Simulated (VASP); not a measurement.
# InSe in VASP: single point with PBE+D3(BJ)

Aim: the single point of InSe with PBE+D3(BJ).

All numbers are computed with VASP 6.6.1; they aren't measurements. Logs are shortened: lines on timing, memory, paths and dates and some standing lists are left out, and cuts for length are marked.

## (1) The cell of the first run

The cell holds a slab with vacuum, 8 atoms: a = 4.027 Å, b = 4.027 Å, c = 28.271 Å, α = 90.00°, β = 90.00°, γ = 120.00°.

## (2) Single point, PBE+D3(BJ)

Contents of INCAR:

```
PREC = Accurate
ENCUT = 520
EDIFF = 1E-6
ISMEAR = 0
SIGMA = 0.05
LREAL = False
LASPH = True
NELM = 60
ALGO = Normal
ISIF = 2
LWAVE = False
LCHARG = True
LDIPOL = True
IDIPOL = 3
DIPOL = 0.5 0.5 0.413
GGA = PE
IVDW = 12
LELF = True
LVHAR = True
LVACPOTAV = True
NBANDS = 48
```

Contents of KPOINTS:

```
regular mesh
0
Gamma
  9 9 1
```

Contents of POSCAR:

```
InSe
1.0
    4.0266103653      0.0000000000      0.0000000000
   -2.0133051827      3.4871468675      0.0000000000
    0.0000000000      0.0000000000     28.2707107737
Se In
4 4
Direct
    0.0000000000      0.0000000000      0.1591753400
    0.0000000000      0.0000000000      0.3496677344
    0.0000000000      0.0000000000      0.4755931145
    0.0000000000      0.0000000000      0.6660855089
    0.6666666667      0.3333333333      0.2049979902
    0.6666666667      0.3333333333      0.3038451596
    0.6666666667      0.3333333333      0.5214157648
    0.6666666667      0.3333333333      0.6202629341
```

Potentials or basis: VASP PAW PBE potentials, release 64 (Se, In_d).

Run with:

```bash
$ cat potpaw_PBE.64/Se/POTCAR potpaw_PBE.64/In_d/POTCAR > POTCAR
$ mpirun -np 1 vasp_std > vasp.out
```

OUTCAR:

```text
PREC = Accurate
   ENCUT = 520
   EDIFF = 1E-6
   ISMEAR = 0
   LREAL = False
   LASPH = True
   NELM = 60
   ISIF = 2
   GGA = PE
   IVDW = 12
 IVDW          = 12

 ion  position               nearest neighbor table
   1  0.000  0.000  0.159-   5 2.66   5 2.66   5 2.66
   2  0.000  0.000  0.350-   6 2.66   6 2.66   6 2.66
   3  0.000  0.000  0.476-   7 2.66   7 2.66   7 2.66
   4  0.000  0.000  0.666-   8 2.66   8 2.66   8 2.66
   5  0.667  0.333  0.205-   1 2.66   1 2.66   1 2.66   6 2.79
   6  0.667  0.333  0.304-   2 2.66   2 2.66   2 2.66   5 2.79
   7  0.667  0.333  0.521-   3 2.66   3 2.66   3 2.66   8 2.79
   8  0.667  0.333  0.620-   4 2.66   4 2.66   4 2.66   7 2.79

  LATTYP: Found a hexagonal cell.
 ALAT       =     4.0266103653
 C/A-ratio  =     7.0209700490

  Lattice vectors:

 A1 = (   4.0266103653,   0.0000000000,   0.0000000000)
 A2 = (  -2.0133051827,   3.4871468675,   0.0000000000)
 A3 = (   0.0000000000,   0.0000000000,  28.2707107737)

Analysis of symmetry for initial positions (statically):
=====================================================================
 Subroutine PRICEL returns:
 Original cell was already a primitive cell.

 Routine SETGRP: Setting up the symmetry group for a
 hexagonal supercell.

 Subroutine GETGRP returns: Found 12 space group operations
 (whereof  6 operations were pure point group operations)
 out of a pool of 24 trial point group operations.

The static configuration has the point symmetry C_3v.
 The point group associated with its full space group is D_3h.

Analysis of symmetry for dynamics (positions and initial velocities):
=====================================================================
 Subroutine PRICEL returns:
 Original cell was already a primitive cell.

 Routine SETGRP: Setting up the symmetry group for a
 hexagonal supercell.

 Subroutine GETGRP returns: Found 12 space group operations
 (whereof  6 operations were pure point group operations)
 out of a pool of 24 trial point group operations.

The dynamic configuration has the point symmetry C_3v.
 The point group associated with its full space group is D_3h.

 Subroutine INISYM returns: Found 12 space group operations
 (whereof  6 operations are pure point group operations),
 and found     1 'primitive' translations

----------------------------------------------------------------------------------------

                                     Primitive cell

  volume of cell :     396.9598

  direct lattice vectors                    reciprocal lattice vectors
     4.026610365  0.000000000  0.000000000     0.248347843  0.143383694  0.000000000
    -2.013305183  3.487146867  0.000000000     0.000000000  0.286767388  0.000000000
     0.000000000  0.000000000 28.270710774     0.000000000  0.000000000  0.035372298

  length of vectors
     4.026610365  4.026610365 28.270710774     0.286767388  0.286767388  0.035372298

  position of ions in fractional coordinates (direct lattice)
     0.000000000  0.000000000  0.159175340
     0.000000000  0.000000000  0.349667734
     0.000000000  0.000000000  0.475593115
     0.000000000  0.000000000  0.666085509
     0.666666667  0.333333333  0.204997990
     0.666666667  0.333333333  0.303845160
     0.666666667  0.333333333  0.521415765
     0.666666667  0.333333333  0.620262934

  ion indices of the primitive-cell ions
   primitive index   ion index
                 1           1
                 2           2
                 3           3
                 4           4
                 5           5
                 6           6
                 7           7
                 8           8

----------------------------------------------------------------------------------------

 KPOINTS: regular mesh

Automatic generation of k-mesh.
 Grid dimensions read from file:
 generate k-points for:    9    9    1

 Generating k-lattice:

  Cartesian coordinates                     Fractional coordinates (reciprocal lattice)
     0.027594205  0.015931522  0.000000000     0.111111111  0.000000000  0.000000000
     0.000000000  0.031863043  0.000000000     0.000000000  0.111111111  0.000000000
     0.000000000  0.000000000  0.035372298     0.000000000  0.000000000  1.000000000

  Length of vectors
     0.031863043  0.031863043  0.035372298

  Shift w.r.t. Gamma in fractional coordinates (k-lattice)
     0.000000000  0.000000000  0.000000000

 Subroutine IBZKPT returns following result:
 ===========================================

 Found     12 irreducible k-points:

 Following reciprocal coordinates:
            Coordinates               Weight
  0.000000  0.000000  0.000000      1.000000
  0.111111  0.000000  0.000000      6.000000
  0.222222 -0.000000  0.000000      6.000000
  0.333333  0.000000  0.000000      6.000000
  0.444444 -0.000000  0.000000      6.000000
  0.111111  0.111111  0.000000      6.000000
  0.222222  0.111111  0.000000     12.000000
  0.333333  0.111111  0.000000     12.000000
  0.444444  0.111111  0.000000      6.000000
  0.222222  0.222222  0.000000      6.000000
  0.333333  0.222222  0.000000     12.000000
  0.333333  0.333333  0.000000      2.000000
   k-points           NKPTS =     12   k-points in BZ     NKDIM =     12   number of bands    NBANDS=     48
   number of dos      NEDOS =    301   number of ions     NIONS =      8
   total plane-waves  NPLWV = 189000
   dimension x,y,z NGX =    30 NGY =   30 NGZ =  210
   dimension x,y,z NGXF=    60 NGYF=   60 NGZF=  420
   ions per type =               4   4
   NGX,Y,Z   is equivalent  to a cutoff of  12.39, 12.39, 12.35 a.u.
   NGXF,Y,Z  is equivalent  to a cutoff of  24.77, 24.77, 24.70 a.u.
 SYSTEM =  unknown system
   PREC   = accura    normal or accurate (medium, high low for compatibility)
   ISTART =      0    job   : 0-new  1-cont  2-samecut
   ICHARG =      2    charge: 1-file 2-atom 10-const
   ISPIN  =      1    spin polarized calculation?
   LNONCOLLINEAR =      F non collinear calculations
   LSORBIT =      F    spin-orbit coupling
   LASPH  =      T    aspherical Exc in radial PAW
   ENCUT  =  520.0 eV  38.22 Ry    6.18 a.u.   7.49  7.49 52.56*2*pi/ulx,y,z
   NELM   =     60;   NELMIN=  2; NELMDL= -5     # of ELM steps
   EDIFF  = 0.1E-05   stopping-criterion for ELM
   LREAL  =      F    real-space projection
   EDIFFG = 0.1E-04   stopping-criterion for IOM
   NSW    =      0    number of steps for IOM
   IBRION =     -1    ionic relax: 0-MD 1-quasi-New 2-CG
   NFREE  =      0    steps in history (QN), initial steepest desc. (CG)
   ISIF   =      2    stress and relaxation
   ISYM   =      2    0-nonsym 1-usesym 2-fastsym
   POTIM  = 0.5000    time-step for ionic-motion
   TEBEG  =    0.0;   TEEND  =   0.0 temperature during run
   PSTRESS=    0.0 pullay stress
   NELECT =      76.0000    total number of electrons
   NUPDOWN=      -1.0000    fix difference up-down
   EMIN   =  10.00;   EMAX   =-10.00  energy-range for DOS
   EFERMI =   0.00;   METHOD = LEGACY
   ISMEAR =     0;   SIGMA  =   0.05  broadening in eV -4-tet -1-fermi 0-gaus
   EFERMI_NEDOS =   21; number of points for ismear=-14 and -15
   IALGO  =     38    algorithm
   IMIX   =      4    mixing-type and parameters
     AMIX     =   0.40;   BMIX     =  1.00
     AMIX_MAG =   1.60;   BMIX_MAG =  1.00
  volume/ion in A,a.u.               =      49.62       334.85
  Fermi-wavevector in a.u.,A,eV,Ry     =   0.943548  1.783047 12.113024  0.890282
  Thomas-Fermi vector in A             =   2.071266
   LORBIT       =      0    0 simple, 1 ext, 2 COOP (PROOUT), +10 PAW based schemes
   GGA     = PE    functional components
   LHFCALC =     F    Hartree Fock is set to
   AEXX    =    0.0000 exact exchange contribution
   IVDW    =    12    specifies the selected vdW correction
   LEPSILON=     F    determine dielectric tensor
   LRPA    =     F    only Hartree local field effects (RPA)
 non-spin polarized calculation
 Gauss-broadening in eV      SIGMA  =   0.05
  energy-cutoff  :      520.00
  volume of cell :      396.96
 maximum number of plane-waves:     10749
 NGX is ok and might be reduce to    30
   NGX = 15   NGY = 15   NGZ =105

 number of electron      75.9999998 magnetization

 dipolmoment           0.000000      0.000000     -0.000026 electrons x Angstroem

 Free energy of the ion-electron system (eV)
  ---------------------------------------------------
  ext. energy  EPLUGINS =         0.00000000
  ---------------------------------------------------
  free energy    TOTEN  =       -28.35344220 eV

  energy without entropy =      -28.35344220  energy(sigma->0) =      -28.35344220

 E-fermi :   0.0462     XC(G=0):  -5.6786

 val. band max:       -0.1751248238   @ k =   0.1111   0.0000   0.0000
 cond. band min:       0.9514556588   @ k =   0.0000   0.0000   0.0000
 fundamental gap:      1.1265804827
 Fermi energy:         0.0461557465

 k-point     1 :       0.0000    0.0000    0.0000
  band No.  band energies     occupation
      1     -14.5133      2.00000
      2     -14.5130      2.00000
      3     -14.3302      2.00000
      4     -14.3302      2.00000
      5     -14.3301      2.00000
      6     -14.3301      2.00000
[... 40 lines left out ...]
     47       5.0347      0.00000
     48       5.2306      0.00000

 k-point     2 :       0.1111    0.0000    0.0000
  band No.  band energies     occupation
      1     -14.5128      2.00000
      2     -14.5123      2.00000
      3     -14.3713      2.00000
      4     -14.3693      2.00000
      5     -14.3284      2.00000
      6     -14.3282      2.00000
[... 40 lines left out ...]
     47       5.0791      0.00000
     48       5.2286      0.00000

 k-point     3 :       0.2222   -0.0000    0.0000
  band No.  band energies     occupation
      1     -14.5269      2.00000
      2     -14.5243      2.00000
      3     -14.4402      2.00000
      4     -14.4370      2.00000
      5     -14.3844      2.00000
      6     -14.3810      2.00000
[... 40 lines left out ...]
     47       4.7960      0.00000
     48       4.8653      0.00000

 k-point     4 :       0.3333    0.0000    0.0000
  band No.  band energies     occupation
      1     -14.5816      2.00000
      2     -14.5756      2.00000
      3     -14.4695      2.00000
      4     -14.4641      2.00000
      5     -14.4568      2.00000
      6     -14.4566      2.00000
[... 346 lines left out ...]
     47       5.0575      0.00000
     48       5.1817      0.00000

 k-point    11 :       0.3333    0.2222    0.0000
  band No.  band energies     occupation
      1     -14.6238      2.00000
      2     -14.6163      2.00000
      3     -14.5211      2.00000
      4     -14.5162      2.00000
      5     -14.4562      2.00000
      6     -14.4560      2.00000
[... 40 lines left out ...]
     47       5.2224      0.00000
     48       5.3852      0.00000

 k-point    12 :       0.3333    0.3333    0.0000
  band No.  band energies     occupation
      1     -14.6284      2.00000
      2     -14.6207      2.00000
      3     -14.5281      2.00000
      4     -14.5233      2.00000
      5     -14.4554      2.00000
      6     -14.4552      2.00000
[... 40 lines left out ...]
     47       5.8269      0.00000
     48       5.9560      0.00000

------------------------ aborting loop because EDIFF is reached ----------------------------------------

 Edisp (eV)   -1.98465

 E8    (eV) :    -0.9298

  FORCE on cell =-STRESS in cart. coord.  units (eV):
  Direction    XX          YY          ZZ          XY          YZ          ZX
  --------------------------------------------------------------------------------------
  -------------------------------------------------------------------------------------
  Total      -0.05319    -0.05319     0.30200     0.00000     0.00000     0.00000
  in kB      -0.21466    -0.21466     1.21890     0.00000     0.00000     0.00000
  external pressure =        0.26 kB  Pullay stress =        0.00 kB

 VOLUME and BASIS-vectors are now :
 -----------------------------------------------------------------------------
  energy-cutoff  :      520.00
  volume of cell :      396.96
      direct lattice vectors                 reciprocal lattice vectors
     4.026610365  0.000000000  0.000000000     0.248347843  0.143383694  0.000000000
    -2.013305183  3.487146867  0.000000000     0.000000000  0.286767388  0.000000000
     0.000000000  0.000000000 28.270710774     0.000000000  0.000000000  0.035372298

 POSITION                                       TOTAL-FORCE (eV/Angst)
 -----------------------------------------------------------------------------------
      0.00000      0.00000      4.50000         0.000000     -0.000000     -0.011446
      0.00000      0.00000      9.88536         0.000000     -0.000000     -0.039033
      0.00000      0.00000     13.44536         0.000000     -0.000000      0.039033
      0.00000      0.00000     18.83071         0.000000     -0.000000      0.011446
      2.01331      1.16238      5.79544        -0.000000     -0.000000      0.008921
      2.01331      1.16238      8.58992        -0.000000      0.000000     -0.027172
      2.01331      1.16238     14.74079        -0.000000      0.000000      0.027172
      2.01331      1.16238     17.53527        -0.000000     -0.000000     -0.008921
 -----------------------------------------------------------------------------------
    total drift:                               -0.000001      0.000000     -0.003203

  FREE ENERGIE OF THE ION-ELECTRON SYSTEM (eV)
  ---------------------------------------------------
  free  energy   TOTEN  =       -30.3380886504 eV

  energy  without entropy=      -30.3380886504  energy(sigma->0) =      -30.33808865

 vacuum level on the upper side and lower side of the slab         5.502         5.503
```

Run time: 7.1 min. Hardware: 1 thread of Intel Xeon Platinum 8488C (Sapphire Rapids), shared host; peak memory 0.52 GiB.

What came out:

| Property | Result |
| --- | --- |
| Free energy | -30.3381 eV |
| Largest force | 0.039 eV/Å |
| Band gap on the k mesh | 1.13 eV (least direct gap 1.18 eV) |
| Dispersion energy per atom | -0.248 eV |

Forces on the atoms (eV/Å):
```
Se   0.000  0.000 -0.011
Se   0.000  0.000 -0.039
Se   0.000  0.000  0.039
Se   0.000  0.000  0.011
In   0.000  0.000  0.009
In   0.000  0.000 -0.027
In   0.000  0.000  0.027
In   0.000  0.000 -0.009
```

Caveat: spin-orbit coupling is left out, which moves the levels of the heavy elements.
